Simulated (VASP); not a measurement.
# KI (Pm-3m) in VASP: a series of runs

Runs on KI. Level: r2SCAN. Tasks: single point.

Everything below comes from runs of VASP 6.6.1. Logs are shortened: lines on timing, memory, paths and dates and some standing lists are left out, and cuts for length are marked.

## 1. The cell of the first run

Symmetry: Pm-3m, No. 221, cubic system. Conventional cell: a = 4.291 Å, b = 4.291 Å, c = 4.291 Å, α = 90.00°, β = 90.00°, γ = 90.00°. Within 4.9 Å of K (site symmetry m-3m) lie 8 I at 3.72 Å and 6 K at 4.29 Å. Within 4.9 Å of I (site symmetry m-3m) lie 8 K at 3.72 Å and 6 I at 4.29 Å.

## 2. Single point, r2SCAN

POSCAR reads:

```
KI
1.0
    4.2910852121      0.0000000000      0.0000000000
    0.0000000000      4.2910852121      0.0000000000
    0.0000000000      0.0000000000      4.2910852121
K I
1 1
Direct
    0.0000000000      0.0000000000      0.0000000000
    0.5000000000      0.5000000000      0.5000000000
```

INCAR.step1 reads:

```
PREC = Accurate
ENCUT = 520
ISMEAR = 0
SIGMA = 0.01
LREAL = False
LASPH = True
NELM = 100
NBANDS = 15
GGA = PE
ALGO = Normal
EDIFF = 1E-4
LWAVE = True
LCHARG = False
```

INCAR.step2 reads:

```
PREC = Accurate
ENCUT = 520
EDIFF = 1E-6
ISMEAR = 0
SIGMA = 0.01
LREAL = False
LASPH = True
NELM = 100
ALGO = Normal
ISIF = 2
LWAVE = False
LCHARG = False
METAGGA = R2SCAN
LMIXTAU = True
NBANDS = 15
ISTART = 1
```

KPOINTS reads:

```
regular mesh
0
Gamma
  6 6 6
```

Potentials or basis: VASP PAW PBE potentials, release 64 (K_sv, I).

On the command line:

```sh
cat potpaw_PBE.64/K_sv/POTCAR potpaw_PBE.64/I/POTCAR > POTCAR
cp INCAR.step1 INCAR
mpirun -np 1 vasp_std > vasp.out
cp INCAR.step2 INCAR
mpirun -np 1 vasp_std > vasp.out
```

OUTCAR:

```text
PREC = Accurate
   ENCUT = 520
   EDIFF = 1E-6
   ISMEAR = 0
   LREAL = False
   LASPH = True
   NELM = 100
   ISIF = 2
   METAGGA = R2SCAN
   ISTART = 1

 ion  position               nearest neighbor table
   1  0.000  0.000  0.000-
   2  0.500  0.500  0.500-

  LATTYP: Found a simple cubic cell.
 ALAT       =     4.2910852121

  Lattice vectors:

 A1 = (   4.2910852121,   0.0000000000,   0.0000000000)
 A2 = (   0.0000000000,   4.2910852121,   0.0000000000)
 A3 = (   0.0000000000,   0.0000000000,   4.2910852121)

Analysis of symmetry for initial positions (statically):
=====================================================================
 Subroutine PRICEL returns:
 Original cell was already a primitive cell.

 Routine SETGRP: Setting up the symmetry group for a
 simple cubic supercell.

 Subroutine GETGRP returns: Found 48 space group operations
 (whereof 48 operations were pure point group operations)
 out of a pool of 48 trial point group operations.

The static configuration has the point symmetry O_h .

Analysis of symmetry for dynamics (positions and initial velocities):
=====================================================================
 Subroutine PRICEL returns:
 Original cell was already a primitive cell.

 Routine SETGRP: Setting up the symmetry group for a
 simple cubic supercell.

 Subroutine GETGRP returns: Found 48 space group operations
 (whereof 48 operations were pure point group operations)
 out of a pool of 48 trial point group operations.

The dynamic configuration has the point symmetry O_h .

 Subroutine INISYM returns: Found 48 space group operations
 (whereof 48 operations are pure point group operations),
 and found     1 'primitive' translations

----------------------------------------------------------------------------------------

                                     Primitive cell

  volume of cell :      79.0135

  direct lattice vectors                    reciprocal lattice vectors
     4.291085212  0.000000000  0.000000000     0.233041282  0.000000000  0.000000000
     0.000000000  4.291085212  0.000000000     0.000000000  0.233041282  0.000000000
     0.000000000  0.000000000  4.291085212     0.000000000  0.000000000  0.233041282

  length of vectors
     4.291085212  4.291085212  4.291085212     0.233041282  0.233041282  0.233041282

[... 82 lines left out ...]
   ISYM   =      2    0-nonsym 1-usesym 2-fastsym
   POTIM  = 0.5000    time-step for ionic-motion
   TEBEG  =    0.0;   TEEND  =   0.0 temperature during run
   PSTRESS=    0.0 pullay stress
   NELECT =      16.0000    total number of electrons
   NUPDOWN=      -1.0000    fix difference up-down
   EMIN   =  10.00;   EMAX   =-10.00  energy-range for DOS
   EFERMI =   0.00;   METHOD = LEGACY
   ISMEAR =     0;   SIGMA  =   0.01  broadening in eV -4-tet -1-fermi 0-gaus
   EFERMI_NEDOS =   21; number of points for ismear=-14 and -15
   IALGO  =     38    algorithm
   IMIX   =      4    mixing-type and parameters
     AMIX     =   0.40;   BMIX     =  1.00
     AMIX_MAG =   1.60;   BMIX_MAG =  1.00
  volume/ion in A,a.u.               =      39.51       266.60
  Fermi-wavevector in a.u.,A,eV,Ry     =   0.961349  1.816686 12.574391  0.924192
  Thomas-Fermi vector in A             =   2.090713
   LORBIT       =      0    0 simple, 1 ext, 2 COOP (PROOUT), +10 PAW based schemes
   METAGGA = R2SCAN    functional components
   LHFCALC =     F    Hartree Fock is set to
   AEXX    =    0.0000 exact exchange contribution
   IVDW    =     0    specifies the selected vdW correction
   LEPSILON=     F    determine dielectric tensor
   LRPA    =     F    only Hartree local field effects (RPA)
 non-spin polarized calculation
 Gauss-broadening in eV      SIGMA  =   0.01
  energy-cutoff  :      520.00
  volume of cell :       79.01
 maximum number of plane-waves:      2176
 NGX is ok and might be reduce to    32
   NGX = 15   NGY = 15   NGZ = 15

 number of electron      16.0000003 magnetization

 Free energy of the ion-electron system (eV)
  ---------------------------------------------------
  ext. energy  EPLUGINS =         0.00000000
  ---------------------------------------------------
  free energy    TOTEN  =       -33.86426613 eV

  energy without entropy =      -33.86426613  energy(sigma->0) =      -33.86426613

 E-fermi :   0.7052     XC(G=0):  -8.0476

 val. band max:        0.5773891519   @ k =   0.5000   0.5000   0.0000
 cond. band min:       4.6180345258   @ k =   0.0000   0.0000   0.0000
 fundamental gap:      4.0406453739
 Fermi energy:         0.7051694713

 k-point     1 :       0.0000    0.0000    0.0000
  band No.  band energies     occupation
      1     -30.0065      2.00000
      2     -12.6887      2.00000
      3     -12.6887      2.00000
      4     -12.6887      2.00000
      5     -10.9134      2.00000
      6       0.2085      2.00000
      7       0.2085      2.00000
      8       0.2085      2.00000
      9       4.6180      0.00000
     10       5.8334      0.00000
     11       5.8334      0.00000
     12       9.6780      0.00000
     13       9.6780      0.00000
     14       9.6780      0.00000
[... 329 lines left out ...]
      2     -12.7506      2.00000
      3     -12.7506      2.00000
      4     -12.7506      2.00000
      5     -10.3522      2.00000
      6      -1.1085      2.00000
      7      -1.1085      2.00000
      8      -1.1085      2.00000
      9       6.7139      0.00000
     10       6.7139      0.00000
     11       6.7139      0.00000
     12      10.2070      0.00000
     13      10.2070      0.00000
     14      10.2070      0.00000
     15      10.7835      0.00000

------------------------ aborting loop because EDIFF is reached ----------------------------------------

  FORCE on cell =-STRESS in cart. coord.  units (eV):
  Direction    XX          YY          ZZ          XY          YZ          ZX
  --------------------------------------------------------------------------------------
  -------------------------------------------------------------------------------------
  Total        0.0038421      0.0038421      0.0038421     -0.0000000     -0.0000000     -0.0000000
  in kB        0.0779073      0.0779073      0.0779073     -0.0000000     -0.0000000     -0.0000000
  external PRESSURE =       0.0779073 kB  Pullay stress =       0.0000000 kB

 VOLUME and BASIS-vectors are now :
 -----------------------------------------------------------------------------
  energy-cutoff  :      520.00
  volume of cell :       79.01
      direct lattice vectors                 reciprocal lattice vectors
     4.291085212  0.000000000  0.000000000     0.233041282  0.000000000  0.000000000
     0.000000000  4.291085212  0.000000000     0.000000000  0.233041282  0.000000000
     0.000000000  0.000000000  4.291085212     0.000000000  0.000000000  0.233041282

 POSITION                                       TOTAL-FORCE (eV/Angst)
 -----------------------------------------------------------------------------------
      0.00000      0.00000      0.00000         0.000000      0.000000      0.000000
      2.14554      2.14554      2.14554         0.000000      0.000000      0.000000
 -----------------------------------------------------------------------------------
    total drift:                                0.000000      0.000000     -0.000000

  FREE ENERGIE OF THE ION-ELECTRON SYSTEM (eV)
  ---------------------------------------------------
  free  energy   TOTEN  =       -33.8642661311 eV

  energy  without entropy=      -33.8642661311  energy(sigma->0) =      -33.86426613
```

OUTCAR.step1:

```text
PREC = Accurate
   ENCUT = 520
   ISMEAR = 0
   LREAL = False
   LASPH = True
[... 575 lines left out ...]
      0.00000      0.00000      0.00000         0.000000      0.000000      0.000000
      2.14554      2.14554      2.14554         0.000000      0.000000      0.000000
 -----------------------------------------------------------------------------------
    total drift:                                0.000000      0.000000     -0.000000

  FREE ENERGIE OF THE ION-ELECTRON SYSTEM (eV)
  ---------------------------------------------------
  free  energy   TOTEN  =        -5.4208468476 eV

  energy  without entropy=       -5.4208468476  energy(sigma->0) =       -5.42084685
```

OSZICAR.step1:

```text
N       E                     dE             d eps       ncg     rms          rms(c)
DAV:   1     0.852778212464E+02    0.85278E+02   -0.65439E+03   600   0.917E+02
DAV:   2    -0.433951053625E+00   -0.85712E+02   -0.79943E+02   790   0.212E+02
DAV:   3    -0.534892816939E+01   -0.49150E+01   -0.48958E+01   884   0.438E+01
DAV:   4    -0.552731231963E+01   -0.17838E+00   -0.17836E+00   865   0.751E+00
DAV:   5    -0.552964927240E+01   -0.23370E-02   -0.23369E-02   912   0.856E-01    0.269E+00
DAV:   6    -0.543779246199E+01    0.91857E-01   -0.65778E-02   754   0.174E+00    0.193E+00
DAV:   7    -0.541816572612E+01    0.19627E-01   -0.89597E-02   803   0.173E+00    0.738E-01
DAV:   8    -0.542065091516E+01   -0.24852E-02   -0.13103E-02   644   0.759E-01    0.154E-01
DAV:   9    -0.542079338405E+01   -0.14247E-03   -0.59237E-04   866   0.163E-01    0.720E-02
DAV:  10    -0.542084684756E+01   -0.53464E-04   -0.84410E-05   553   0.612E-02
   1 F= -.54208468E+01 E0= -.54208468E+01  d E =-.211088E-33
```

Wall time 32 s (1 thread of Intel Xeon 6975P-C (Granite Rapids), shared host); peak memory 0.19 GiB.

Results:

```
Free energy            : -33.8643 eV
Pressure               : 0.0 GPa
Band gap on the k mesh : 4.04 eV, indirect (least direct gap 4.41 eV)
```

Caveat: the PAW data sets were made with another functional, which shifts forces and pressure a little; spin-orbit coupling is left out, which moves the levels of the heavy elements. r2SCAN opens gaps a little over a GGA but as a rule still falls short of measured ones.

## 3. Single point, r2SCAN

POSCAR is that of step 2.

INCAR.step1 reads:

```
SYSTEM = KI
PREC = Accurate ; ENCUT = 520
ISMEAR = 0 ; SIGMA = 0.01
LREAL = .False. ; LASPH = .True.
NELM = 100 ; NBANDS = 15
GGA = PE ; ALGO = Normal
EDIFF = 1E-4 ; LWAVE = .True.
LCHARG = .False.
```

INCAR.step2 reads:

```
SYSTEM = KI
PREC = Accurate ; ENCUT = 520
EDIFF = 1E-7 ; ISMEAR = 0
SIGMA = 0.01 ; LREAL = .False.
LASPH = .True. ; NELM = 100
ALGO = Normal ; ISIF = 2
LWAVE = .False. ; LCHARG = .False.
METAGGA = R2SCAN ; LMIXTAU = .True.
NBANDS = 15 ; ISTART = 1
```

KPOINTS reads:

```
Automatic mesh
0
Gamma
  6 6 6
  0 0 0
```

Potentials or basis: VASP PAW PBE potentials, release 64 (K_sv, I).

On the command line:

```sh
cat potpaw_PBE.64/K_sv/POTCAR potpaw_PBE.64/I/POTCAR > POTCAR
cp INCAR.step1 INCAR
mpirun -np 1 vasp_std > vasp.out
cp INCAR.step2 INCAR
mpirun -np 1 vasp_std > vasp.out
```

OUTCAR:

```text
SYSTEM = KI
   PREC = Accurate
   ENCUT = 520
   EDIFF = 1E-7
   ISMEAR = 0
   LREAL = .False.
   LASPH = .True.
   NELM = 100
   ISIF = 2
   METAGGA = R2SCAN
   ISTART = 1

 ion  position               nearest neighbor table
   1  0.000  0.000  0.000-
   2  0.500  0.500  0.500-

  LATTYP: Found a simple cubic cell.
 ALAT       =     4.2910852121

  Lattice vectors:

 A1 = (   4.2910852121,   0.0000000000,   0.0000000000)
[... 539 lines left out ...]

------------------------ aborting loop because EDIFF is reached ----------------------------------------

  FORCE on cell =-STRESS in cart. coord.  units (eV):
  Direction    XX          YY          ZZ          XY          YZ          ZX
  --------------------------------------------------------------------------------------
  -------------------------------------------------------------------------------------
  Total        0.0069304      0.0069304      0.0069304     -0.0000000     -0.0000000      0.0000000
  in kB        0.1405288      0.1405288      0.1405288     -0.0000000     -0.0000000      0.0000000
  external PRESSURE =       0.1405288 kB  Pullay stress =       0.0000000 kB

 VOLUME and BASIS-vectors are now :
 -----------------------------------------------------------------------------
  energy-cutoff  :      520.00
  volume of cell :       79.01
      direct lattice vectors                 reciprocal lattice vectors
     4.291085212  0.000000000  0.000000000     0.233041282  0.000000000  0.000000000
     0.000000000  4.291085212  0.000000000     0.000000000  0.233041282  0.000000000
     0.000000000  0.000000000  4.291085212     0.000000000  0.000000000  0.233041282

 POSITION                                       TOTAL-FORCE (eV/Angst)
 -----------------------------------------------------------------------------------
      0.00000      0.00000      0.00000         0.000000      0.000000      0.000000
      2.14554      2.14554      2.14554         0.000000      0.000000      0.000000
 -----------------------------------------------------------------------------------
    total drift:                                0.000000      0.000000     -0.000000

  FREE ENERGIE OF THE ION-ELECTRON SYSTEM (eV)
  ---------------------------------------------------
  free  energy   TOTEN  =       -33.8642669473 eV

  energy  without entropy=      -33.8642669473  energy(sigma->0) =      -33.86426695
```

OSZICAR.step1:

```text
N       E                     dE             d eps       ncg     rms          rms(c)
DAV:   1     0.852778212464E+02    0.85278E+02   -0.65439E+03   600   0.917E+02
DAV:   2    -0.433951053625E+00   -0.85712E+02   -0.79943E+02   790   0.212E+02
DAV:   3    -0.534892816939E+01   -0.49150E+01   -0.48958E+01   884   0.438E+01
DAV:   4    -0.552731231963E+01   -0.17838E+00   -0.17836E+00   865   0.751E+00
DAV:   5    -0.552964927240E+01   -0.23370E-02   -0.23369E-02   912   0.856E-01    0.269E+00
DAV:   6    -0.543779246199E+01    0.91857E-01   -0.65778E-02   754   0.174E+00    0.193E+00
DAV:   7    -0.541816572612E+01    0.19627E-01   -0.89597E-02   803   0.173E+00    0.738E-01
DAV:   8    -0.542065091516E+01   -0.24852E-02   -0.13103E-02   644   0.759E-01    0.154E-01
DAV:   9    -0.542079338405E+01   -0.14247E-03   -0.59237E-04   866   0.163E-01    0.720E-02
DAV:  10    -0.542084684756E+01   -0.53464E-04   -0.84410E-05   553   0.612E-02
   1 F= -.54208468E+01 E0= -.54208468E+01  d E =-.211088E-33
```

Wall time 35 s (1 thread of Intel Xeon 6975P-C (Granite Rapids), shared host); peak memory 0.19 GiB.

What came out:

| Quantity | Value |
| --- | --- |
| Free energy | -33.8643 eV |
| Pressure | 0.0 GPa |
| Band gap on the k mesh | 4.04 eV, indirect (least direct gap 4.41 eV) |

Caveat: the PAW data sets were made with another functional, which shifts forces and pressure a little; spin-orbit coupling is left out, which moves the levels of the heavy elements.

## 4. Single point, r2SCAN (volume changed by +3%)

POSCAR reads:

```
KI
1.0
    4.3335739675      0.0000000000      0.0000000000
    0.0000000000      4.3335739675      0.0000000000
    0.0000000000      0.0000000000      4.3335739675
K I
1 1
Direct
    0.0000000000      0.0000000000      0.0000000000
    0.5000000000      0.5000000000      0.5000000000
```

INCAR.step1 reads:

```
PREC = Accurate ; ENCUT = 520
ISMEAR = 0 ; SIGMA = 0.01
LREAL = False ; LASPH = True
NELM = 80 ; NBANDS = 15
GGA = PE ; ALGO = Normal
EDIFF = 1E-4 ; LWAVE = True
LCHARG = False
```

INCAR.step2 reads:

```
PREC = Accurate ; ENCUT = 520
EDIFF = 1E-6 ; ISMEAR = 0
SIGMA = 0.01 ; LREAL = False
LASPH = True ; NELM = 80
ALGO = Normal ; ISIF = 2
LWAVE = False ; LCHARG = False
METAGGA = R2SCAN ; LMIXTAU = True
NBANDS = 15 ; ISTART = 1
```

KPOINTS reads:

```
regular mesh
0
Gamma
  6 6 6
```

On the command line:

```sh
cat potpaw_PBE.64/K_sv/POTCAR potpaw_PBE.64/I/POTCAR > POTCAR
cp INCAR.step1 INCAR
mpirun -np 1 vasp_std > vasp.out
cp INCAR.step2 INCAR
mpirun -np 1 vasp_std > vasp.out
```

Run time: 28 s. Hardware: 1 thread of Intel Xeon 6975P-C (Granite Rapids), shared host; peak memory 0.19 GiB.

Results (log left out):

| Quantity | Value |
| --- | --- |
| Free energy | -33.8618 eV |
| Pressure | -0.4 GPa |
| Band gap on the k mesh | 3.96 eV, indirect (least direct gap 4.31 eV) |

Levels at points of the mesh, in eV from the valence-band top:
```csv
k point,band 6,band 7,band 8,band 9,band 10,band 11
"(0.00, 0.00, 0.00)",-0.35,-0.35,-0.35,3.96,5.32,5.32
"(0.50, 0.00, 0.00)",-2.20,-0.27,-0.27,6.06,6.74,7.62
"(0.50, 0.50, 0.00)",-1.67,-1.67,0.00,4.47,6.35,7.43
"(0.50, 0.50, 0.50)",-1.60,-1.60,-1.60,6.12,6.12,6.12
```

Caveat: the PAW data sets were made with another functional, which shifts forces and pressure a little; spin-orbit coupling is left out, which moves the levels of the heavy elements.

## 5. Single point, r2SCAN (volume changed by +6%)

POSCAR reads:

```
KI
1.0
    4.3752455044      0.0000000000      0.0000000000
    0.0000000000      4.3752455044      0.0000000000
    0.0000000000      0.0000000000      4.3752455044
K I
1 1
Direct
    0.0000000000      0.0000000000      0.0000000000
    0.5000000000      0.5000000000      0.5000000000
```

INCAR.step1 reads:

```
SYSTEM = KI
PREC     = Accurate       ! precision mode
ENCUT    = 520            ! plane-wave cutoff, eV
ISMEAR   = 0              ! smearing method
SIGMA    = 0.01           ! smearing width, eV
LREAL    = .FALSE.        ! projectors in reciprocal space
LASPH    = .TRUE.         ! aspherical terms in the spheres
NELM     = 100            ! most SCF steps
NBANDS   = 15             ! bands
GGA      = PE             ! functional
ALGO     = Normal         ! electronic algorithm
EDIFF    = 1E-4           ! SCF threshold, eV
LWAVE    = .TRUE.         ! write WAVECAR
LCHARG   = .FALSE.        ! write CHGCAR
```

INCAR.step2 reads:

```
SYSTEM = KI
PREC     = Accurate       ! precision mode
ENCUT    = 520            ! plane-wave cutoff, eV
EDIFF    = 1E-6           ! SCF threshold, eV
ISMEAR   = 0              ! smearing method
SIGMA    = 0.01           ! smearing width, eV
LREAL    = .FALSE.        ! projectors in reciprocal space
LASPH    = .TRUE.         ! aspherical terms in the spheres
NELM     = 100            ! most SCF steps
ALGO     = Normal         ! electronic algorithm
ISIF     = 2              ! what is computed and relaxed
LWAVE    = .FALSE.        ! write WAVECAR
LCHARG   = .FALSE.        ! write CHGCAR
METAGGA  = R2SCAN         ! meta-GGA
LMIXTAU  = .TRUE.       
NBANDS   = 15             ! bands
ISTART   = 1
```

KPOINTS reads:

```
Automatic mesh
0
G
  6 6 6
  0 0 0
```

On the command line:

```sh
cat potpaw_PBE.64/K_sv/POTCAR potpaw_PBE.64/I/POTCAR > POTCAR
cp INCAR.step1 INCAR
mpirun -np 1 vasp_std > vasp.out
cp INCAR.step2 INCAR
mpirun -np 1 vasp_std > vasp.out
```

It took 42 s on 1 thread of Intel Xeon 6975P-C (Granite Rapids), shared host; peak memory 0.22 GiB.

The run converged. Its results:

```
Free energy            : -33.8539 eV
Pressure               : -0.7 GPa
Band gap on the k mesh : 3.88 eV, indirect (least direct gap 4.22 eV)
```

Levels at points of the mesh, in eV from the valence-band top:
```
           k point  band 5  band 6  band 7  band 8  band 9  band 10  band 11  band 12
(0.00, 0.00, 0.00)  -11.34   -0.34   -0.34   -0.34    3.88     5.37     5.37     9.04
(0.50, 0.00, 0.00)  -11.09   -2.10   -0.25   -0.25    5.98     6.76     7.48     7.67
(0.50, 0.50, 0.00)  -11.02   -1.60   -1.60    0.00    4.49     6.34     7.44     7.44
(0.50, 0.50, 0.50)  -10.86   -1.52   -1.52   -1.52    6.10     6.10     6.10     9.42
```

Caveat: the PAW data sets were made with another functional, which shifts forces and pressure a little; spin-orbit coupling is left out, which moves the levels of the heavy elements. A k mesh can miss the band edges.

## 6. Overview

| cell | gap on the mesh (eV) | pressure (GPa) |
| --- | --- | --- |
| a = 4.291 Å, 2 atoms | 4.04 | 0.0 |
| a = 4.334 Å, 2 atoms | 3.96 | -0.4 |
| a = 4.375 Å, 2 atoms | 3.88 | -0.7 |

Alike in all rows: task single point; level r2SCAN; potentials or basis VASP PAW PBE potentials, release 64 (K_sv, I); no spin polarisation; k mesh 6 × 6 × 6; cutoff (eV) 520; smearing gaussian 0.01 eV.

Caveats: the PAW data sets were made with another functional, which shifts forces and pressure a little; spin-orbit coupling is left out, which moves the levels of the heavy elements.

Total energies depend on the potentials used, so only differences within one code and one set of settings carry meaning.
